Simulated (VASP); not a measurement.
# SrTiO3 in VASP: further runs, part 2 of 3

VASP 6.6.1. Earlier steps stand in the parts before.

**3. Single point, PBE (mode 1 frozen in at +0.000 Å, strain +e along z and -e/2 along x and y -0.0233)**

The input, INCAR:

```
SYSTEM = SrTiO3
  PREC = Accurate
  ENCUT = 520
  EDIFF = 1E-6
  ISMEAR = 0
  SIGMA = 0.05
  LREAL = .FALSE.
  LASPH = .TRUE.
  NELM = 100
  ALGO = Normal
  ISIF = 2
  LWAVE = .FALSE.
  LCHARG = .TRUE.
  GGA = PE
  LELF = .TRUE.
  LVHAR = .TRUE.
  NBANDS = 28
```

The input, KPOINTS:

```
regular mesh
0
G
  8 8 8
  0 0 0
```

The input, POSCAR:

```
SrTiO3
1.0
    3.9822686081      0.0000000000      0.0000000000
    0.0000000000      3.9822686081      0.0000000000
    0.0000000000      0.0000000000      3.8446910982
Sr Ti O
1 1 3
Direct
    0.0000000000      0.0000000000      0.0000000000
    0.5000000000      0.5000000000      0.5000000000
    0.0000000000      0.5000000000      0.5000000000
    0.5000000000      0.0000000000      0.5000000000
    0.5000000000      0.5000000000      0.0000000000
```

Potentials or basis: VASP PAW PBE potentials, release 64 (Sr_sv, Ti_sv, O).

Command:

```bash
> cat potpaw_PBE.64/Sr_sv/POTCAR potpaw_PBE.64/Ti_sv/POTCAR potpaw_PBE.64/O/POTCAR > POTCAR
> mpirun -np 1 vasp_std > vasp.out
```

OUTCAR:

```text
SYSTEM = SrTiO3
   PREC = Accurate
   ENCUT = 520
   EDIFF = 1E-6
   ISMEAR = 0
   LREAL = .FALSE.
   LASPH = .TRUE.
   NELM = 100
   ISIF = 2
   GGA = PE

 ion  position               nearest neighbor table
   1  0.000  0.000  0.000-   3 2.77   4 2.77   3 2.77   4 2.77   3 2.77   3 2.77   4 2.77   4 2.77
                             5 2.82   5 2.82   5 2.82   5 2.82   2 3.41   2 3.41   2 3.41   2 3.41
   2  0.500  0.500  0.500-   5 1.92   5 1.92   3 1.99   4 1.99   4 1.99   3 1.99   1 3.41   1 3.41
                             1 3.41   1 3.41   1 3.41   1 3.41   1 3.41   1 3.41
   3  0.000  0.500  0.500-   2 1.99   2 1.99   1 2.77   1 2.77   1 2.77   1 2.77
   4  0.500  0.000  0.500-   2 1.99   2 1.99   1 2.77   1 2.77   1 2.77   1 2.77
   5  0.500  0.500  0.000-   2 1.92   2 1.92   1 2.82   1 2.82   1 2.82   1 2.82

  LATTYP: Found a simple tetragonal cell.
 ALAT       =     3.9822686081
 C/A-ratio  =     0.9654524786

  Lattice vectors:

 A1 = (   3.9822686081,   0.0000000000,   0.0000000000)
 A2 = (   0.0000000000,   3.9822686081,   0.0000000000)
 A3 = (   0.0000000000,   0.0000000000,   3.8446910982)

Analysis of symmetry for initial positions (statically):
=====================================================================
 Subroutine PRICEL returns:
 Original cell was already a primitive cell.

 Routine SETGRP: Setting up the symmetry group for a
 simple tetragonal supercell.

 Subroutine GETGRP returns: Found 16 space group operations
 (whereof 16 operations were pure point group operations)
 out of a pool of 16 trial point group operations.

The static configuration has the point symmetry D_4h.

Analysis of symmetry for dynamics (positions and initial velocities):
=====================================================================
 Subroutine PRICEL returns:
 Original cell was already a primitive cell.

 Routine SETGRP: Setting up the symmetry group for a
 simple tetragonal supercell.

 Subroutine GETGRP returns: Found 16 space group operations
 (whereof 16 operations were pure point group operations)
 out of a pool of 16 trial point group operations.

The dynamic configuration has the point symmetry D_4h.

 Subroutine INISYM returns: Found 16 space group operations
 (whereof 16 operations are pure point group operations),
 and found     1 'primitive' translations

----------------------------------------------------------------------------------------

                                     Primitive cell

  volume of cell :      60.9709

  direct lattice vectors                    reciprocal lattice vectors
     3.982268608  0.000000000  0.000000000     0.251113146  0.000000000  0.000000000
     0.000000000  3.982268608  0.000000000     0.000000000  0.251113146  0.000000000
     0.000000000  0.000000000  3.844691098     0.000000000  0.000000000  0.260098919

  length of vectors
     3.982268608  3.982268608  3.844691098     0.251113146  0.251113146  0.260098919

  position of ions in fractional coordinates (direct lattice)
     0.000000000  0.000000000  0.000000000
     0.500000000  0.500000000  0.500000000
     0.000000000  0.500000000  0.500000000
     0.500000000  0.000000000  0.500000000
     0.500000000  0.500000000  0.000000000

  ion indices of the primitive-cell ions
   primitive index   ion index
                 1           1
[... 25 lines left out ...]

 Subroutine IBZKPT returns following result:
 ===========================================

 Found     75 irreducible k-points:

 Following reciprocal coordinates:
            Coordinates               Weight
  0.000000  0.000000  0.000000      1.000000
  0.125000  0.000000  0.000000      4.000000
  0.250000  0.000000  0.000000      4.000000
  0.375000  0.000000  0.000000      4.000000
  0.500000  0.000000  0.000000      2.000000
  0.125000  0.125000  0.000000      4.000000
[... 16 lines left out ...]
  0.375000  0.125000  0.125000     16.000000
  0.500000  0.125000  0.125000      8.000000
 [... further k-points ...]
   k-points           NKPTS =     75   k-points in BZ     NKDIM =     75   number of bands    NBANDS=     28
   number of dos      NEDOS =    301   number of ions     NIONS =      5
   total plane-waves  NPLWV =  27000
   dimension x,y,z NGX =    30 NGY =   30 NGZ =   30
   dimension x,y,z NGXF=    60 NGYF=   60 NGZF=   60
   ions per type =               1   1   3
   NGX,Y,Z   is equivalent  to a cutoff of  12.52, 12.52, 12.97 a.u.
   NGXF,Y,Z  is equivalent  to a cutoff of  25.05, 25.05, 25.94 a.u.
 SYSTEM =  SrTiO3
   PREC   = accura    normal or accurate (medium, high low for compatibility)
   ISTART =      0    job   : 0-new  1-cont  2-samecut
   ICHARG =      2    charge: 1-file 2-atom 10-const
   ISPIN  =      1    spin polarized calculation?
   LNONCOLLINEAR =      F non collinear calculations
   LSORBIT =      F    spin-orbit coupling
   LASPH  =      T    aspherical Exc in radial PAW
   ENCUT  =  520.0 eV  38.22 Ry    6.18 a.u.   7.40  7.40  7.15*2*pi/ulx,y,z
   NELM   =    100;   NELMIN=  2; NELMDL= -5     # of ELM steps
   EDIFF  = 0.1E-05   stopping-criterion for ELM
   LREAL  =      F    real-space projection
   EDIFFG = 0.1E-04   stopping-criterion for IOM
   NSW    =      0    number of steps for IOM
   IBRION =     -1    ionic relax: 0-MD 1-quasi-New 2-CG
   NFREE  =      0    steps in history (QN), initial steepest desc. (CG)
   ISIF   =      2    stress and relaxation
   ISYM   =      2    0-nonsym 1-usesym 2-fastsym
   POTIM  = 0.5000    time-step for ionic-motion
   TEBEG  =    0.0;   TEEND  =   0.0 temperature during run
   PSTRESS=    0.0 pullay stress
   NELECT =      40.0000    total number of electrons
   NUPDOWN=      -1.0000    fix difference up-down
   EMIN   =  10.00;   EMAX   =-10.00  energy-range for DOS
   EFERMI =   0.00;   METHOD = LEGACY
   ISMEAR =     0;   SIGMA  =   0.05  broadening in eV -4-tet -1-fermi 0-gaus
   EFERMI_NEDOS =   21; number of points for ismear=-14 and -15
   IALGO  =     38    algorithm
   IMIX   =      4    mixing-type and parameters
     AMIX     =   0.40;   BMIX     =  1.00
     AMIX_MAG =   1.60;   BMIX_MAG =  1.00
  volume/ion in A,a.u.               =      12.19        82.29
  Fermi-wavevector in a.u.,A,eV,Ry     =   1.422506  2.688146 27.531690  2.023522
  Thomas-Fermi vector in A             =   2.543202
   LORBIT       =      0    0 simple, 1 ext, 2 COOP (PROOUT), +10 PAW based schemes
   GGA     = PE    functional components
   LHFCALC =     F    Hartree Fock is set to
   AEXX    =    0.0000 exact exchange contribution
   IVDW    =     0    specifies the selected vdW correction
   LEPSILON=     F    determine dielectric tensor
   LRPA    =     F    only Hartree local field effects (RPA)
 non-spin polarized calculation
 Gauss-broadening in eV      SIGMA  =   0.05
  energy-cutoff  :      520.00
  volume of cell :       60.97
 maximum number of plane-waves:      1679
 NGX is ok and might be reduce to    30
   NGX = 15   NGY = 15   NGZ = 15

 number of electron      39.9999990 magnetization

 Free energy of the ion-electron system (eV)
  ---------------------------------------------------
  ext. energy  EPLUGINS =         0.00000000
  ---------------------------------------------------
  free energy    TOTEN  =       -40.06743374 eV

  energy without entropy =      -40.06743374  energy(sigma->0) =      -40.06743374

 E-fermi :   4.2772     XC(G=0): -11.1460

 val. band max:        3.9904373534   @ k =   0.5000   0.5000   0.5000
 cond. band min:       5.7459265436   @ k =   0.0000   0.0000   0.0000
 fundamental gap:      1.7554891902
 Fermi energy:         4.2771743587

 k-point     1 :       0.0000    0.0000    0.0000
  band No.  band energies     occupation
      1     -52.5856      2.00000
      2     -28.8891      2.00000
      3     -28.8363      2.00000
      4     -28.8100      2.00000
      5     -28.8100      2.00000
      6     -13.3958      2.00000
[... 733 lines left out ...]
     27      11.5832      0.00000
     28      12.4450      0.00000

 [... further k-points ...]
[... 5 lines left out ...]
  --------------------------------------------------------------------------------------
  -------------------------------------------------------------------------------------
  Total       -0.6177194     -0.6177194      2.4967635      0.0000000     -0.0000000      0.0000000
  in kB      -16.2322704    -16.2322704     65.6093041      0.0000000     -0.0000000      0.0000000
  external PRESSURE =      11.0482545 kB  Pullay stress =       0.0000000 kB

 VOLUME and BASIS-vectors are now :
 -----------------------------------------------------------------------------
  energy-cutoff  :      520.00
  volume of cell :       60.97
      direct lattice vectors                 reciprocal lattice vectors
     3.982268608  0.000000000  0.000000000     0.251113146  0.000000000  0.000000000
     0.000000000  3.982268608  0.000000000     0.000000000  0.251113146  0.000000000
     0.000000000  0.000000000  3.844691098     0.000000000  0.000000000  0.260098919

 POSITION                                       TOTAL-FORCE (eV/Angst)
 -----------------------------------------------------------------------------------
      0.00000      0.00000      0.00000         0.000000      0.000000      0.000000
      1.99113      1.99113      1.92235         0.000000      0.000000      0.000000
      0.00000      1.99113      1.92235         0.000000      0.000000      0.000000
      1.99113      0.00000      1.92235         0.000000      0.000000      0.000000
      1.99113      1.99113      0.00000         0.000000      0.000000      0.000000
 -----------------------------------------------------------------------------------
    total drift:                                0.000000      0.000000     -0.000000

  FREE ENERGIE OF THE ION-ELECTRON SYSTEM (eV)
  ---------------------------------------------------
  free  energy   TOTEN  =       -40.0674337406 eV

  energy  without entropy=      -40.0674337406  energy(sigma->0) =      -40.06743374
```

stdout:

```text
POSCAR found type information on POSCAR SrTiO
 POSCAR found :  3 types and       5 ions
 scaLAPACK will be used
 LDA part: xc-table for (Slater+PW92), standard interpolation
 POSCAR, INCAR and KPOINTS ok, starting setup
 FFT: planning ... GRIDC
 FFT: planning ... GRID_SOFT
 FFT: planning ... GRID
 WAVECAR not read
 entering main loop
```

It took 1.7 min on 1 thread of AMD EPYC 7R43 (Zen 3), shared host; peak memory 0.22 GiB.

Results:

```
Free energy            : -40.0674 eV
Pressure               : 1.1 GPa
Band gap on the k mesh : 1.76 eV, indirect (least direct gap 2.12 eV)
```

Stress tensor (GPa, compression positive):
```
-1.62  0.00  0.00
 0.00 -1.62  0.00
 0.00  0.00  6.56
```

Levels at points of the mesh, in eV from the valence-band top:
```tsv
k point	band 16	band 17	band 18	band 19	band 20	band 21	band 22	band 23	band 24	band 25
(0.00, 0.00, 0.00)	-1.18	-1.06	-0.39	-0.39	-0.36	1.76	1.82	1.82	3.99	4.24
(0.50, 0.00, 0.00)	-2.22	-2.15	-1.93	-0.74	-0.73	1.96	3.53	3.55	4.19	6.23
(0.50, 0.50, 0.00)	-2.62	-1.73	-1.70	-1.70	-0.18	3.55	3.55	3.96	5.31	7.68
(0.00, 0.00, 0.50)	-2.56	-2.39	-1.94	-0.78	-0.78	1.94	3.86	3.86	4.00	6.38
(0.50, 0.00, 0.50)	-2.76	-1.76	-1.50	-1.50	-0.09	3.54	3.87	4.18	4.94	7.77
(0.50, 0.50, 0.50)	-3.79	-3.50	-0.07	0.00	0.00	4.18	4.38	4.38	6.73	6.87
```

Caveat: the cell differs from its parent crystal (mode 1 frozen in at +0.000 Å, strain +e along z and -e/2 along x and y -0.0233).

(Part 2 of 3 ends here.)
